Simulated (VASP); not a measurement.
# ZnS (F-43m) in VASP: single point with PBEsol

Aim: the single point of ZnS with PBEsol.

All numbers are computed with VASP 6.6.1; they aren't measurements. Logs are shortened: lines on timing, memory, paths and dates and some standing lists are left out, and cuts for length are marked.

**Experimental background.**

From “Electronic, vibrational, and thermodynamic properties of ZnS (zincblende and rocksalt structure)”, 2009, arxiv:0911.5022, for a bulk crystal of ZnS at 19 K: band gap 3.85 eV (direct).

The runs below are set against these values where they give the same quantity.

**1. The cell of the first run**

Symmetry: F-43m, No. 216, cubic system. The conventional cell has a = 5.404 Å, b = 5.404 Å, c = 5.404 Å, α = 90.00°, β = 90.00°, γ = 90.00°. Within 3.1 Å of Zn (site symmetry -43m) lie 4 S at 2.34 Å. S (site symmetry -43m) has 4 Zn at 2.34 Å within 3.1 Å.

**2. Single point, PBEsol**

INCAR reads:

```
SYSTEM = ZnS
  PREC = Accurate
  ENCUT = 520
  EDIFF = 1E-6
  ISMEAR = 0
  SIGMA = 0.01
  LREAL = .False.
  LASPH = .True.
  NELM = 60
  ALGO = Normal
  ISIF = 2
  LWAVE = .False.
  LCHARG = .False.
  GGA = PS
  NBANDS = 16
```

KPOINTS reads:

```
Automatic mesh
0
Gamma
  6 6 6
  0 0 0
```

POSCAR reads:

```
ZnS
1.0
    0.0000000000      2.7020000000      2.7020000000
    2.7020000000      0.0000000000      2.7020000000
    2.7020000000      2.7020000000      0.0000000000
Zn S
1 1
Direct
    0.2500000000      0.2500000000      0.2500000000
    0.0000000000      0.0000000000      0.0000000000
```

Potentials or basis: VASP PAW PBE potentials, release 64 (Zn, S).

Command:

```console
cat potpaw_PBE.64/Zn/POTCAR potpaw_PBE.64/S/POTCAR > POTCAR
mpirun -np 1 vasp_std > vasp.out
```

OUTCAR:

```text
SYSTEM = ZnS
   PREC = Accurate
   ENCUT = 520
   EDIFF = 1E-6
   ISMEAR = 0
   LREAL = .False.
   LASPH = .True.
   NELM = 60
   ISIF = 2
   GGA = PS

 ion  position               nearest neighbor table
   1  0.250  0.250  0.250-   2 2.34   2 2.34   2 2.34   2 2.34
   2  0.000  0.000  0.000-   1 2.34   1 2.34   1 2.34   1 2.34

  LATTYP: Found a face centered cubic cell.
 ALAT       =     5.4040000000

  Lattice vectors:

 A1 = (   0.0000000000,   2.7020000000,   2.7020000000)
 A2 = (   2.7020000000,   0.0000000000,   2.7020000000)
 A3 = (   2.7020000000,   2.7020000000,   0.0000000000)

Analysis of symmetry for initial positions (statically):
=====================================================================
 Subroutine PRICEL returns:
 Original cell was already a primitive cell.

 Routine SETGRP: Setting up the symmetry group for a
 face centered cubic supercell.

 Subroutine GETGRP returns: Found 24 space group operations
 (whereof 24 operations were pure point group operations)
 out of a pool of 48 trial point group operations.

The static configuration has the point symmetry T_d .

Analysis of symmetry for dynamics (positions and initial velocities):
=====================================================================
 Subroutine PRICEL returns:
 Original cell was already a primitive cell.

 Routine SETGRP: Setting up the symmetry group for a
 face centered cubic supercell.

 Subroutine GETGRP returns: Found 24 space group operations
 (whereof 24 operations were pure point group operations)
 out of a pool of 48 trial point group operations.

The dynamic configuration has the point symmetry T_d .

 Subroutine INISYM returns: Found 24 space group operations
 (whereof 24 operations are pure point group operations),
 and found     1 'primitive' translations

----------------------------------------------------------------------------------------

                                     Primitive cell

  volume of cell :      39.4535

  direct lattice vectors                    reciprocal lattice vectors
     0.000000000  2.702000000  2.702000000    -0.185048113  0.185048113  0.185048113
     2.702000000  0.000000000  2.702000000     0.185048113 -0.185048113  0.185048113
     2.702000000  2.702000000  0.000000000     0.185048113  0.185048113 -0.185048113

  length of vectors
     3.821205046  3.821205046  3.821205046     0.320512733  0.320512733  0.320512733

  position of ions in fractional coordinates (direct lattice)
     0.250000000  0.250000000  0.250000000
     0.000000000  0.000000000  0.000000000

  ion indices of the primitive-cell ions
   primitive index   ion index
                 1           1
                 2           2

----------------------------------------------------------------------------------------

 KPOINTS: Automatic mesh

Automatic generation of k-mesh.
 Grid dimensions read from file:
 generate k-points for:    6    6    6

 Generating k-lattice:

  Cartesian coordinates                     Fractional coordinates (reciprocal lattice)
    -0.030841352  0.030841352  0.030841352     0.166666667  0.000000000  0.000000000
     0.030841352 -0.030841352  0.030841352     0.000000000  0.166666667  0.000000000
     0.030841352  0.030841352 -0.030841352     0.000000000  0.000000000  0.166666667

  Length of vectors
     0.053418789  0.053418789  0.053418789

  Shift w.r.t. Gamma in fractional coordinates (k-lattice)
     0.000000000  0.000000000  0.000000000

 Subroutine IBZKPT returns following result:
 ===========================================

 Found     16 irreducible k-points:

 Following reciprocal coordinates:
            Coordinates               Weight
  0.000000  0.000000  0.000000      1.000000
  0.166667  0.000000  0.000000      8.000000
  0.333333  0.000000  0.000000      8.000000
  0.500000  0.000000  0.000000      4.000000
  0.166667  0.166667  0.000000      6.000000
  0.333333  0.166667  0.000000     24.000000
[... 8 lines left out ...]
 -0.333333  0.333333  0.166667     24.000000
 -0.333333  0.500000  0.166667     12.000000
   k-points           NKPTS =     16   k-points in BZ     NKDIM =     16   number of bands    NBANDS=     16
   number of dos      NEDOS =    301   number of ions     NIONS =      2
   total plane-waves  NPLWV =  21952
   dimension x,y,z NGX =    28 NGY =   28 NGZ =   28
   dimension x,y,z NGXF=    56 NGYF=   56 NGZF=   56
   ions per type =               1   1
   NGX,Y,Z   is equivalent  to a cutoff of  12.18, 12.18, 12.18 a.u.
   NGXF,Y,Z  is equivalent  to a cutoff of  24.36, 24.36, 24.36 a.u.
 SYSTEM =  ZnS
   PREC   = accura    normal or accurate (medium, high low for compatibility)
   ISTART =      0    job   : 0-new  1-cont  2-samecut
   ICHARG =      2    charge: 1-file 2-atom 10-const
   ISPIN  =      1    spin polarized calculation?
   LNONCOLLINEAR =      F non collinear calculations
   LSORBIT =      F    spin-orbit coupling
   LASPH  =      T    aspherical Exc in radial PAW
   ENCUT  =  520.0 eV  38.22 Ry    6.18 a.u.   7.10  7.10  7.10*2*pi/ulx,y,z
   NELM   =     60;   NELMIN=  2; NELMDL= -5     # of ELM steps
   EDIFF  = 0.1E-05   stopping-criterion for ELM
   LREAL  =      F    real-space projection
[... 7 lines left out ...]
   TEBEG  =    0.0;   TEEND  =   0.0 temperature during run
   PSTRESS=    0.0 pullay stress
   NELECT =      18.0000    total number of electrons
   NUPDOWN=      -1.0000    fix difference up-down
   EMIN   =  10.00;   EMAX   =-10.00  energy-range for DOS
   EFERMI =   0.00;   METHOD = LEGACY
   ISMEAR =     0;   SIGMA  =   0.01  broadening in eV -4-tet -1-fermi 0-gaus
   EFERMI_NEDOS =   21; number of points for ismear=-14 and -15
   IALGO  =     38    algorithm
   IMIX   =      4    mixing-type and parameters
     AMIX     =   0.40;   BMIX     =  1.00
     AMIX_MAG =   1.60;   BMIX_MAG =  1.00
  volume/ion in A,a.u.               =      19.73       133.12
  Fermi-wavevector in a.u.,A,eV,Ry     =   1.260290  2.381602 21.610537  1.588330
  Thomas-Fermi vector in A             =   2.393807
   LORBIT       =      0    0 simple, 1 ext, 2 COOP (PROOUT), +10 PAW based schemes
   GGA     = PS    functional components
   LHFCALC =     F    Hartree Fock is set to
   AEXX    =    0.0000 exact exchange contribution
   IVDW    =     0    specifies the selected vdW correction
   LEPSILON=     F    determine dielectric tensor
   LRPA    =     F    only Hartree local field effects (RPA)
 non-spin polarized calculation
 Gauss-broadening in eV      SIGMA  =   0.01
  energy-cutoff  :      520.00
  volume of cell :       39.45
 maximum number of plane-waves:      1073
   NGX = 15   NGY = 15   NGZ = 15

 number of electron      18.0000000 magnetization

 Free energy of the ion-electron system (eV)
  ---------------------------------------------------
  ext. energy  EPLUGINS =         0.00000000
  ---------------------------------------------------
  free energy    TOTEN  =        -7.58030553 eV

  energy without entropy =       -7.58030553  energy(sigma->0) =       -7.58030553

 E-fermi :   2.1442     XC(G=0):  -9.8489

 val. band max:        2.0157941311   @ k =   0.0000   0.0000   0.0000
 cond. band min:       3.9923515390   @ k =   0.0000   0.0000   0.0000
 fundamental gap:      1.9765574079
 Fermi energy:         2.1441598844

 k-point     1 :       0.0000    0.0000    0.0000
  band No.  band energies     occupation
      1     -11.1390      2.00000
      2      -4.3576      2.00000
      3      -4.3576      2.00000
      4      -4.3576      2.00000
      5      -3.8586      2.00000
      6      -3.8586      2.00000
[... 8 lines left out ...]
     15      13.7496      0.00000
     16      13.7496      0.00000

 k-point     2 :       0.1667    0.0000    0.0000
  band No.  band energies     occupation
      1     -10.9332      2.00000
      2      -4.3533      2.00000
      3      -4.3222      2.00000
      4      -4.3222      2.00000
      5      -3.8606      2.00000
      6      -3.8606      2.00000
[... 8 lines left out ...]
     15      12.9197      0.00000
     16      14.4909      0.00000

 k-point     3 :       0.3333    0.0000    0.0000
  band No.  band energies     occupation
      1     -10.4652      2.00000
      2      -4.2634      2.00000
      3      -4.2634      2.00000
      4      -4.2030      2.00000
      5      -3.8469      2.00000
      6      -3.8469      2.00000
[... 8 lines left out ...]
     15      13.5323      0.00000
     16      13.6516      0.00000

 k-point     4 :       0.5000    0.0000    0.0000
  band No.  band energies     occupation
      1     -10.1933      2.00000
      2      -4.2427      2.00000
      3      -4.2427      2.00000
      4      -3.8282      2.00000
      5      -3.8282      2.00000
      6      -3.6570      2.00000
[... 8 lines left out ...]
     15      15.4017      0.00000
     16      15.4017      0.00000

 k-point     5 :       0.1667    0.1667    0.0000
  band No.  band energies     occupation
      1     -10.8644      2.00000
      2      -4.3922      2.00000
      3      -4.2891      2.00000
      4      -4.2891      2.00000
      5      -3.8859      2.00000
      6      -3.8396      2.00000
[... 8 lines left out ...]
     15      14.1087      0.00000
     16      15.8128      0.00000

 k-point     6 :       0.3333    0.1667    0.0000
  band No.  band energies     occupation
      1     -10.4795      2.00000
      2      -4.3515      2.00000
      3      -4.2185      2.00000
      4      -4.2057      2.00000
      5      -3.8785      2.00000
      6      -3.8232      2.00000
[... 8 lines left out ...]
     15      14.5352      0.00000
     16      15.8297      0.00000
[... 115 lines left out ...]
 k-point    13 :       0.5000    0.5000    0.0000
  band No.  band energies     occupation
      1      -9.8752      2.00000
      2      -4.3973      2.00000
      3      -4.0137      2.00000
      4      -4.0137      2.00000
      5      -3.7826      2.00000
      6      -3.6433      2.00000
[... 8 lines left out ...]
     15      15.7470      0.00000
     16      16.5122      0.00000

 k-point    14 :       0.5000    0.3333    0.1667
  band No.  band energies     occupation
      1     -10.1402      2.00000
      2      -4.2710      2.00000
      3      -4.1796      2.00000
      4      -4.0634      2.00000
      5      -3.8362      2.00000
      6      -3.7842      2.00000
[... 8 lines left out ...]
     15      15.8915      0.00000
     16      16.5388      0.00000

 k-point    15 :      -0.3333    0.3333    0.1667
  band No.  band energies     occupation
      1      -9.9552      2.00000
      2      -4.2279      2.00000
      3      -4.1375      2.00000
      4      -3.9132      2.00000
      5      -3.8694      2.00000
      6      -3.5433      2.00000
[... 8 lines left out ...]
     15      15.6477      0.00000
     16      16.4055      0.00000

 k-point    16 :      -0.3333    0.5000    0.1667
  band No.  band energies     occupation
      1      -9.8706      2.00000
      2      -4.2732      2.00000
      3      -4.0635      2.00000
      4      -3.9763      2.00000
      5      -3.8359      2.00000
      6      -3.5011      2.00000
[... 8 lines left out ...]
     15      15.9177      0.00000
     16      16.7472      0.00000

------------------------ aborting loop because EDIFF is reached ----------------------------------------

  FORCE on cell =-STRESS in cart. coord.  units (eV):
  Direction    XX          YY          ZZ          XY          YZ          ZX
  --------------------------------------------------------------------------------------
  -------------------------------------------------------------------------------------
  Total       -0.4353912     -0.4353912     -0.4353912      0.0000000      0.0000000      0.0000000
  in kB      -17.6808917    -17.6808917    -17.6808917      0.0000000      0.0000000      0.0000000
  external PRESSURE =     -17.6808917 kB  Pullay stress =       0.0000000 kB

 VOLUME and BASIS-vectors are now :
 -----------------------------------------------------------------------------
  energy-cutoff  :      520.00
  volume of cell :       39.45
      direct lattice vectors                 reciprocal lattice vectors
     0.000000000  2.702000000  2.702000000    -0.185048113  0.185048113  0.185048113
     2.702000000  0.000000000  2.702000000     0.185048113 -0.185048113  0.185048113
     2.702000000  2.702000000  0.000000000     0.185048113  0.185048113 -0.185048113

 POSITION                                       TOTAL-FORCE (eV/Angst)
 -----------------------------------------------------------------------------------
      1.35100      1.35100      1.35100         0.000000     -0.000000      0.000000
      0.00000      0.00000      0.00000        -0.000000      0.000000     -0.000000
 -----------------------------------------------------------------------------------
    total drift:                               -0.000001     -0.000001     -0.000001

  FREE ENERGIE OF THE ION-ELECTRON SYSTEM (eV)
  ---------------------------------------------------
  free  energy   TOTEN  =        -7.5803055261 eV

  energy  without entropy=       -7.5803055261  energy(sigma->0) =       -7.58030553
```

It took 12 s on 1 thread of Intel Xeon 8259CL, shared host; peak memory 0.15 GiB.

What came out:

```
Free energy            : -7.5803 eV
Pressure               : -1.8 GPa
Band gap on the k mesh : 1.98 eV, direct
```

Levels at points of the mesh, in eV from the valence-band top:
```csv
k point,band 5,band 6,band 7,band 8,band 9,band 10,band 11,band 12,band 13,band 14
"(0.00, 0.00, 0.00)",-5.87,-5.87,0.00,0.00,0.00,1.98,6.31,6.31,6.31,11.64
"(0.50, 0.00, 0.00)",-5.84,-5.67,-5.36,-0.88,-0.88,3.19,6.83,6.83,8.70,11.96
"(0.50, 0.50, 0.00)",-5.80,-5.66,-4.61,-2.25,-2.25,3.24,3.97,10.83,11.88,11.88
```

Caveat: the PAW data sets were made with another functional, which shifts forces and pressure a little.

**3. Comparison with measurements**

Step 2. Measured gap of ZnS: 3.85 eV (direct; 19 K; quoted in “Electronic, vibrational, and thermodynamic properties of ZnS (zincblende and rocksalt structure)”, 2009, arxiv:0911.5022). This calculation gives 1.98 eV (-1.87 eV). The value is that of PBEsol, without temperature or zero-point motion. Semilocal functionals fall short of measured gaps as a rule.
